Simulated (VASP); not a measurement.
## BaCo3: single point with PBEsol

Crystal: BaCo3.

```
Ba Co
1.0
     3.86790    0.00000    0.00000
     0.00000    3.86790    0.00000
     0.00000    0.00000    3.86790
Ba Co
1 3
Direct
  0.00000 0.00000 0.00000
  0.00000 0.50000 0.50000
  0.50000 0.50000 0.00000
  0.50000 0.00000 0.50000
```

* Program: VASP 6.6.1
* Task: single point
* Functional: PBEsol
* Potentials or basis: VASP PAW PBE potentials, release 64 (Ba_sv, Co)
* Cutoff: 520 eV
* k mesh: 8 × 8 × 8
* Occupations: gaussian, width 0.05 eV
* Spin: collinear spin, ferromagnetic start
* Starting moments: [0.0, 1.49, 1.49, 1.49] μB

| Property | Result |
| --- | --- |
| Pressure | 9.6 GPa |
| Net moment | 3.82 μB per cell |
| Site moments | Ba -0.11; Co +1.33 μB |
| Valence electrons inside the program's atomic spheres | Ba 8.73; Co 8.16 |

Levels at points of the mesh, in eV from the Fermi level:
Spin up:
| k point | band 16 | band 17 | band 18 | band 19 | band 20 | band 21 | band 22 | band 23 | band 24 | band 25 |
| --- | --- | --- | --- | --- | --- | --- | --- | --- | --- | --- |
| (0.00, 0.00, 0.00) | -1.19 | -0.68 | -0.50 | -0.50 | -0.50 | 3.05 | 3.05 | 4.30 | 4.30 | 4.30 |
| (0.50, 0.00, 0.00) | -1.51 | -1.06 | -1.05 | -1.05 | -0.50 | -0.12 | 2.10 | 2.10 | 2.57 | 6.82 |
| (0.50, 0.50, 0.00) | -1.24 | -1.21 | -1.14 | -1.14 | -0.94 | -0.51 | 2.77 | 2.77 | 3.48 | 3.48 |
| (0.50, 0.50, 0.50) | -1.43 | -0.80 | -0.65 | -0.65 | -0.65 | 1.69 | 1.69 | 1.69 | 5.25 | 5.25 |
Spin down:
| k point | band 15 | band 16 | band 17 | band 18 | band 19 | band 20 |
| --- | --- | --- | --- | --- | --- | --- |
| (0.00, 0.00, 0.00) | 0.38 | 0.38 | 0.77 | 0.91 | 0.91 | 0.91 |
| (0.50, 0.00, 0.00) | -0.17 | -0.16 | 0.01 | 0.01 | 0.48 | 0.82 |
| (0.50, 0.50, 0.00) | -0.47 | -0.36 | -0.15 | 0.06 | 0.09 | 0.23 |
| (0.50, 0.50, 0.50) | -0.53 | -0.44 | -0.44 | 0.77 | 0.77 | 0.77 |

Run time: 65 s on 1 thread of Intel(R) Xeon(R) 6975P-C (Granite Rapids), with other jobs on the host, peak memory 0.24 GiB.

Caveat: the cell stands under pressure; the PAW data sets were made with another functional, which shifts forces and pressure a little; spin-orbit coupling is left out, which moves the levels of the heavy elements.
